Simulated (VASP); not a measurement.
LaTe, 2 atoms in the cell. Symmetry: Fm-3m, No. 225, cubic system. Conventional cell: a = 6.379 Å, b = 6.379 Å, c = 6.379 Å, α = 90.00°, β = 90.00°, γ = 90.00°. Within 4.2 Å of La (site symmetry m-3m) lie 6 Te at 3.19 Å. Te (site symmetry m-3m) has 6 La at 3.19 Å within 4.2 Å.  This cell differs from its parent crystal: volume scaled by 0.98.

| Quantity | Value |
| --- | --- |
| Program | VASP 6.6.1 |
| Task | single point |
| Functional | LDA |
| Potentials or basis | VASP PAW LDA potentials, release 64 (La, Te) |
| Cutoff | 520 eV |
| k mesh | 10 × 10 × 10 |
| Occupations | fermi-dirac, width 0.08 eV |
| Spin | no spin polarisation |
| Dipole correction | no |
| Further INCAR settings | ALGO = Normal; EDIFF = 1e-06; NBANDS = 16 |

Potentials or basis: VASP PAW LDA potentials, release 64 (La, Te).

Run with:

```console
$ cat potpaw_LDA.64/La/POTCAR potpaw_LDA.64/Te/POTCAR > POTCAR
$ mpirun -np 1 vasp_std > vasp.out
```

Hardware: 1 thread of Intel(R) Xeon(R) Platinum 8488C (Sapphire Rapids), with other jobs on the host.

Task: Estimate the wall time of this run.

Result: Wall time 40 s on 1 thread of Intel(R) Xeon(R) Platinum 8488C (Sapphire Rapids) (shared host), peak memory 0.22 GiB. Counts: scf iterations 12, k points 47.
